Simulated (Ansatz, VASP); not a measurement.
**Cd4Se3S: VASP beside Ansatz**

```
CELL_PARAMETERS angstrom
4.34338 0.13381 0.02576
-2.05580 3.73111 0.02764
0.08413 0.15278 14.43971
ATOMIC_POSITIONS crystal
Cd 0.65888 0.36462 0.99615
Cd 0.67054 0.34372 0.50602
Cd 0.00926 0.99328 0.24284
Cd 0.03993 0.03604 0.76072
Se 0.66089 0.30703 0.17803
Se 0.63692 0.32878 0.68824
Se 0.00699 0.95189 0.43352
S 0.98327 0.00798 0.94448
```

Change from the starting cell: cell x1, atoms moved at random (sigma 0.1 Å) and cell strained at random (1.5 %), then relaxed without symmetry.

Alike in both runs: task relaxation of cell and atoms; functional PBE; k mesh 6 × 6 × 1; occupations gaussian, width 0.1 eV; no spin polarisation.

```csv
,VASP,Ansatz
version,VASP 6.6.1,Ansatz 0.2.0
potentials or method,"VASP PAW PBE potentials, release 64 (Cd, Se, S), cutoff 600 eV","scalar-relativistic, plane waves, PAW"
valence electrons in the cell,72,134
```

|  | VASP | Ansatz | Ansatz less VASP |
| --- | --- | --- | --- |
| gap on the k mesh at the Fermi level, each at its own relaxed structure (eV) | 0.58 | 0.58 | +0.005 |
| relaxed volume (Å³/atom) | 28.93 | 28.82 | -0.109 |
| relaxed cell length with the largest relative difference (Å) | 4.340 | 4.334 | -0.0060 |

VASP's potentials hold 72 valence electrons a cell and Ansatz's 134, so a difference there can come from the potentials and not from the codes.

The k mesh is coarse, so the values compare programs but aren't converged.
